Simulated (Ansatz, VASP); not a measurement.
**Cu in VASP and in Ansatz**

```xyz
2
Lattice="-1.4451 1.4451 1.3600 1.4451 -1.4451 1.3600 2.8902 2.8902 0.0000" Properties=species:S:1:pos:R:3 pbc="T T T"
Cu   -0.0424   -0.0424    0.0000
Cu    1.4875    1.4875    1.3600
```

Change from the starting cell: mode 6 (263.4 1/cm) frozen in, largest displacement -0.060 Å.

Alike in both runs: task single point; functional PBEsol; k mesh 26 × 26 × 14; occupations gaussian, width 0.15 eV; no spin polarisation.

```csv
,VASP,Ansatz
version,VASP 6.6.1,Ansatz 0.2.0
potentials or method,"VASP PAW PBE potentials, release 64 (Cu), cutoff 520 eV","scalar-relativistic, plane waves, PAW"
valence electrons in the cell,22,38
```

|  | VASP | Ansatz | Ansatz less VASP |
| --- | --- | --- | --- |
| gap on the k mesh at the Fermi level (eV) | none | none | - |
| pressure (GPa) | 2.5 | 1.6 | -0.88 |
| traceless stress, the component that is largest in VASP (GPa) | 1.14 | 1.16 | +0.019 |
| rms of the force components (eV/Å) | 0.581 | 0.576 | -0.0041 |

VASP's potentials were made for PBE, not for PBEsol. Atom by atom the forces differ by 0.004 eV/Å (rms over components). A gap of «none» marks a metal or a gap that the smearing closes. With one functional, cell and mesh, what is left measures potentials, basis and numerics. VASP's potentials hold 22 valence electrons a cell and Ansatz's 38, so a difference there can come from the potentials and not from the codes.
